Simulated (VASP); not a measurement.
Crystal: Al2Pt.

```
Pt Al
1.0
     0.00000    2.99389    2.99389
     2.99389    0.00000    2.99389
     2.99389    2.99389    0.00000
Pt Al
1 2
Direct
  0.00000 0.00000 0.00000
  0.75000 0.75000 0.75000
  0.25000 0.25000 0.25000
```

Base run:

| Property | Result |
| --- | --- |
| Program | VASP 6.6.1 |
| Functional | r2SCAN |
| Potentials or basis | VASP PAW PBE potentials, release 64 (Pt, Al) |
| Cutoff | 520 eV |
| k mesh | 8 × 8 × 8 |
| Occupations | fermi-dirac, width 0.05 eV |
| Spin | no spin polarisation |

Its results: band gap on the k mesh zero (band 8 reaches 11.28 eV, above the bottom of band 9 at 5.70 eV); pressure -5.7 GPa.

Question: The run is repeated on the same cell with these changes: functional from r2SCAN to PBE. What comes out?

Answer: Band gap on the k mesh zero (band 8 reaches 11.24 eV, above the bottom of band 9 at 5.91 eV); pressure -2.7 GPa.

Caveats: spin-orbit coupling is left out, which moves the levels of the heavy elements; the PAW data sets were made with another functional, which shifts forces and pressure a little (some runs).
